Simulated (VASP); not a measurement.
# Ba2NF (R-3m) in VASP: notebook, part 2 of 2

VASP 6.6.1.

## (3) Single point, LDA (strain -0.080 along x and y, -0.040 along z)

Input file INCAR:

```
SYSTEM = Ba2NF
ALGO     = Normal         ! electronic algorithm
EDIFF    = 1E-6           ! SCF threshold, eV
ENCUT    = 520            ! plane-wave cutoff, eV
GGA      = CA             ! functional
ISIF     = 2              ! what is computed and relaxed
ISMEAR   = 0              ! smearing method
LASPH    = .True.         ! aspherical terms in the spheres
LCHARG   = .False.        ! write CHGCAR
LREAL    = .False.        ! projectors in reciprocal space
LWAVE    = .False.        ! write WAVECAR
NBANDS   = 24             ! bands
NELM     = 100            ! most SCF steps
PREC     = Accurate       ! precision mode
SIGMA    = 0.05           ! smearing width, eV
```

Input file KPOINTS:

```
k-points
0
Gamma
  9 9 9
  0 0 0
```

Input file POSCAR:

```
Ba2NF
1.0
    1.8499566304      1.0680729585      6.4080990144
   -1.8499566304      1.0680729585      6.4080990144
    0.0000000000     -2.1361459170      6.4080990144
Ba N F
2 1 1
Direct
    0.7576400200      0.7576400200      0.7576400200
    0.2423599800      0.2423599800      0.2423599800
    0.5000000000      0.5000000000      0.5000000000
    0.0000000000      0.0000000000      0.0000000000
```

Potentials or basis: VASP PAW LDA potentials, release 64 (Ba_sv, N, F).

Command:

```bash
> cat potpaw_LDA.64/Ba_sv/POTCAR potpaw_LDA.64/N/POTCAR potpaw_LDA.64/F/POTCAR > POTCAR
> mpirun -np 1 vasp_std > vasp.out
```

OUTCAR:

```text
SYSTEM = Ba2NF
   EDIFF = 1E-6
   ENCUT = 520
   GGA = CA
   ISIF = 2
   ISMEAR = 0
   LASPH = .True.
   LREAL = .False.
   NELM = 100
   PREC = Accurate

 ion  position               nearest neighbor table
   1  0.758  0.758  0.758-   3 2.58   3 2.58   3 2.58   4 2.76   4 2.76   4 2.76   2 3.61   2 3.61
                             2 3.61   2 4.10   2 4.10   2 4.10
   2  0.242  0.242  0.242-   3 2.58   3 2.58   3 2.58   4 2.76   4 2.76   4 2.76   1 3.61   1 3.61
                             1 3.61   1 4.10   1 4.10   1 4.10
   3  0.500  0.500  0.500-   2 2.58   1 2.58   2 2.58   2 2.58   1 2.58   1 2.58
   4  0.000  0.000  0.000-   1 2.76   2 2.76   1 2.76   1 2.76   2 2.76   2 2.76

  LATTYP: Found a trigonal (rhomboedric) cell.
 ALAT       =     6.7547651593
 COS(alpha) =     0.8499857274

  Lattice vectors:

 A1 = (   1.8499566304,   1.0680729585,   6.4080990144)
 A2 = (  -1.8499566304,   1.0680729585,   6.4080990144)
 A3 = (   0.0000000000,  -2.1361459170,   6.4080990144)

Analysis of symmetry for initial positions (statically):
=====================================================================
 Subroutine PRICEL returns:
 Original cell was already a primitive cell.

[... 174 lines left out ...]

 val. band max:        3.4344635072   @ k =  -0.4444   0.4444   0.0000
 cond. band min:       3.9243534954   @ k =  -0.4444  -0.4444   0.1111
 fundamental gap:      0.4898899882
 Fermi energy:         3.6911153346

 k-point     1 :       0.0000    0.0000    0.0000
  band No.  band energies     occupation
      1     -23.3509      2.00000
      2     -22.8655      2.00000
      3     -20.0533      2.00000
      4     -10.3313      2.00000
      5      -7.6570      2.00000
      6      -7.5476      2.00000
[... 637 lines left out ...]
     23      11.4706      0.00000
     24      11.8542      0.00000

 [... further k-points ...]

------------------------ aborting loop because EDIFF is reached ----------------------------------------

  FORCE on cell =-STRESS in cart. coord.  units (eV):
  Direction    XX          YY          ZZ          XY          YZ          ZX
  --------------------------------------------------------------------------------------
  -------------------------------------------------------------------------------------
  Total        6.6765358      6.6765358      6.3057261      0.0000000      0.0000000      0.0000000
  in kB      140.8052462    140.8052462    132.9850291      0.0000000      0.0000000      0.0000000
  external PRESSURE =     138.1985072 kB  Pullay stress =       0.0000000 kB

 VOLUME and BASIS-vectors are now :
 -----------------------------------------------------------------------------
  energy-cutoff  :      520.00
  volume of cell :       75.97
      direct lattice vectors                 reciprocal lattice vectors
     1.849956630  1.068072958  6.408099014     0.270276606  0.156044271  0.052017507
    -1.849956630  1.068072958  6.408099014    -0.270276606  0.156044271  0.052017507
     0.000000000 -2.136145917  6.408099014     0.000000000 -0.312088543  0.052017507

 POSITION                                       TOTAL-FORCE (eV/Angst)
 -----------------------------------------------------------------------------------
      0.00000      0.00000     14.56510        -0.000000     -0.000000     -0.995462
      0.00000      0.00000      4.65920        -0.000000     -0.000000      0.995462
      0.00000      0.00000      9.61215         0.000000      0.000000     -0.000000
      0.00000      0.00000      0.00000        -0.000000      0.000000     -0.000000
 -----------------------------------------------------------------------------------
    total drift:                                0.000000      0.000000     -0.000000

  FREE ENERGIE OF THE ION-ELECTRON SYSTEM (eV)
  ---------------------------------------------------
  free  energy   TOTEN  =       -22.6516129204 eV

  energy  without entropy=      -22.6516129204  energy(sigma->0) =      -22.65161292
```

OSZICAR:

```text
N       E                     dE             d eps       ncg     rms          rms(c)
DAV:   1     0.184427942984E+03    0.18443E+03   -0.15360E+04  4080   0.123E+03
DAV:   2    -0.191221754949E+02   -0.20355E+03   -0.18819E+03  6184   0.252E+02
DAV:   3    -0.285036998366E+02   -0.93815E+01   -0.92777E+01  5432   0.544E+01
DAV:   4    -0.287583311523E+02   -0.25463E+00   -0.25456E+00  5720   0.728E+00
DAV:   5    -0.287609338293E+02   -0.26027E-02   -0.26025E-02  5408   0.717E-01    0.147E+01
DAV:   6    -0.231696975839E+02    0.55912E+01   -0.27015E+01  4280   0.297E+01    0.981E+00
DAV:   7    -0.227901750906E+02    0.37952E+00   -0.25519E+00  5312   0.842E+00    0.427E+00
DAV:   8    -0.226562987109E+02    0.13388E+00   -0.36495E-01  4240   0.371E+00    0.137E+00
DAV:   9    -0.226514047908E+02    0.48939E-02   -0.27152E-02  6008   0.961E-01    0.568E-01
DAV:  10    -0.226518177053E+02   -0.41291E-03   -0.40661E-03  4456   0.481E-01    0.124E-01
DAV:  11    -0.226516532807E+02    0.16442E-03   -0.12711E-03  5200   0.234E-01    0.448E-02
DAV:  12    -0.226516325163E+02    0.20764E-04   -0.25319E-04  5344   0.970E-02    0.278E-02
DAV:  13    -0.226516134582E+02    0.19058E-04   -0.99124E-05  4776   0.704E-02    0.741E-03
DAV:  14    -0.226516128884E+02    0.56978E-06   -0.10820E-05  5000   0.208E-02    0.463E-03
DAV:  15    -0.226516129204E+02   -0.31998E-07   -0.66341E-07  3384   0.538E-03
   1 F= -.22651613E+02 E0= -.22651613E+02  d E =-.834052E-13
```

stdout:

```text
POSCAR found type information on POSCAR BaN F
 POSCAR found :  3 types and       4 ions
 scaLAPACK will be used
 LDA part: xc-table for (Slater(with rela. corr.)+CA(PZ))
 , standard interpolation
 POSCAR, INCAR and KPOINTS ok, starting setup
 FFT: planning ... GRIDC
 FFT: planning ... GRID_SOFT
 FFT: planning ... GRID
 WAVECAR not read
 entering main loop
```

Wall time 12 min (1 thread of Intel Xeon 8259CL, shared host); peak memory 0.38 GiB.

Results:

| Property | Result |
| --- | --- |
| Free energy | -22.6516 eV |
| Pressure | 13.8 GPa |
| Largest force | 0.995 eV/Å |
| Band gap on the k mesh | 0.49 eV (least direct gap 0.55 eV) |

Forces on the atoms (eV/Å):
```
Ba   0.000  0.000 -0.995
Ba   0.000  0.000  0.995
N    0.000  0.000  0.000
F    0.000  0.000  0.000
```

Levels at points of the mesh, in eV from the valence-band top:
```tsv
k point	band 14	band 15	band 16	band 17	band 18	band 19
(0.00, 0.00, 0.00)	-1.40	-0.68	-0.68	2.61	3.09	3.75
```

Caveat: the cell differs from its parent crystal (strain -0.080 along x and y, -0.040 along z); the cell stands under pressure; spin-orbit coupling is left out, which moves the levels of the heavy elements; an odd mesh through Γ misses points on the zone boundary, where band edges can lie.

## (4) Single point, LDA (strain -0.080 along x and y, +0.000 along z)

Input file INCAR:

```
ALGO = Normal
EDIFF = 1E-7
ENCUT = 520
ISIF = 2
ISMEAR = 0
LASPH = T
LCHARG = F
LREAL = F
LWAVE = F
NBANDS = 24
NELM = 100
PREC = Accurate
SIGMA = 0.05
```

Input file KPOINTS:

```
k-points
0
Gamma
  9 9 9
```

Input file POSCAR:

```
Ba2NF
1.0
    1.8499566304      1.0680729585      6.6751031400
   -1.8499566304      1.0680729585      6.6751031400
    0.0000000000     -2.1361459170      6.6751031400
Ba N F
2 1 1
Direct
    0.7576400200      0.7576400200      0.7576400200
    0.2423599800      0.2423599800      0.2423599800
    0.5000000000      0.5000000000      0.5000000000
    0.0000000000      0.0000000000      0.0000000000
```

Command:

```bash
> cat potpaw_LDA.64/Ba_sv/POTCAR potpaw_LDA.64/N/POTCAR potpaw_LDA.64/F/POTCAR > POTCAR
> mpirun -np 1 vasp_std > vasp.out
```

It took 17 min on 1 thread of Intel Xeon 8259CL, shared host; peak memory 0.4 GiB.

Results (log left out):

```
Free energy            : -22.8437 eV
Pressure               : 8.6 GPa
Largest force          : 0.453 eV/Å
Band gap on the k mesh : 0.71 eV (least direct gap 0.77 eV)
```

Forces on the atoms (eV/Å):
```
Ba   0.000  0.000 -0.453
Ba   0.000  0.000  0.453
N    0.000  0.000  0.000
F    0.000  0.000  0.000
```

Stress tensor (GPa, compression positive):
```
9.90 0.00 0.00
0.00 9.90 0.00
0.00 0.00 5.99
```

Levels at points of the mesh, in eV from the valence-band top:
| k point | band 12 | band 13 | band 14 | band 15 | band 16 | band 17 | band 18 | band 19 | band 20 | band 21 |
| --- | --- | --- | --- | --- | --- | --- | --- | --- | --- | --- |
| (0.00, 0.00, 0.00) | -5.26 | -5.26 | -1.18 | -0.37 | -0.37 | 2.49 | 2.90 | 3.98 | 3.98 | 4.35 |

Caveat: the cell differs from its parent crystal (strain -0.080 along x and y, +0.000 along z); the cell stands under pressure; spin-orbit coupling is left out, which moves the levels of the heavy elements; an odd mesh through Γ misses points on the zone boundary, where band edges can lie.

## (5) The runs side by side

```csv
cell,gap on the mesh (eV),pressure (GPa),largest force (eV/Å)
"a = 6.502 Å, angles 33.1°, 4 atoms",0.23,20.0,1.52
"a = 6.755 Å, angles 31.8°, 4 atoms",0.49,13.8,1.00
"a = 7.009 Å, angles 30.6°, 4 atoms",0.71,8.6,0.45
```

Alike in all rows: task single point; level LDA; potentials or basis VASP PAW LDA potentials, release 64 (Ba_sv, N, F); no spin polarisation; k mesh 9 × 9 × 9; cutoff (eV) 520; smearing gaussian 0.05 eV.

Caveats: the cell stands under pressure; spin-orbit coupling is left out, which moves the levels of the heavy elements; an odd mesh through Γ misses points on the zone boundary, where band edges can lie; forces of over 1 eV/Å act on the atoms, so gaps and moduli don't describe the material at rest (at least some runs).

Absolute energies hang on the potentials; compare differences alone.
